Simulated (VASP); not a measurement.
Set up this calculation in VASP 6.6.1, as the native input.

* Task: single point
* Functional: PBE
* Potentials or basis: VASP PAW PBE potentials, release 64 (Be, Te)
* Cutoff: 520 eV
* k mesh: 6 × 6 × 4
* Occupations: gaussian, width 0.1 eV
* Spin: no spin polarisation
* Dipole correction: no
* Further INCAR settings: ALGO = Fast; EDIFF = 1e-06; NBANDS = 20

The structure of Be7Te lies in POSCAR:

```
Be7Te
1.0
    5.5152569400      0.0000000000      0.0000000000
   -2.7576284700      4.7763526200      0.0000000000
    0.0000000000      0.0000000000      4.3163989200
Be Te
7 1
Direct
    0.0084132500      0.5042066200      0.0000000000
    0.4957933800      0.9915867500      0.0000000000
    0.4957933800      0.5042066200      0.0000000000
    0.1697076500      0.8302923500      0.5000000000
    0.1697076500      0.3394153000      0.5000000000
    0.6605847000      0.8302923500      0.5000000000
    0.6666666700      0.3333333300      0.5000000000
    0.0000000000      0.0000000000      0.0000000000
```

These files were run (other wordings do the same):

INCAR

```
SYSTEM = Be7Te
PREC = Accurate
ENCUT = 520
EDIFF = 1E-6
ISMEAR = 0
SIGMA = 0.1
LREAL = .FALSE.
LASPH = .TRUE.
NELM = 60
ALGO = Fast
ISIF = 2
LWAVE = .FALSE.
LCHARG = .FALSE.
GGA = PE
NBANDS = 20
```

KPOINTS

```
Automatic mesh
0
G
  6 6 4
  0 0 0
```

Potentials or basis: VASP PAW PBE potentials, release 64 (Be, Te).

Run with:

```console
$ cat potpaw_PBE.64/Be/POTCAR potpaw_PBE.64/Te/POTCAR > POTCAR
$ mpirun -np 1 vasp_std > vasp.out
```

It gave:

* Pressure: -13.9 GPa
* Largest force: 1.117 eV/Å
* Band gap on the k mesh: zero (band 10 reaches 6.36 eV, above the bottom of band 11 at 4.50 eV)

Caveat: the k points lie up to 0.36 Å⁻¹ apart; spin-orbit coupling is left out, which moves the levels of the heavy elements; forces of over 1 eV/Å act on the atoms, so gaps and moduli don't describe the material at rest.

Wall time 24 s on 1 thread of Intel(R) Xeon(R) 6975P-C (Granite Rapids), on a shared host, peak memory 0.23 GiB.
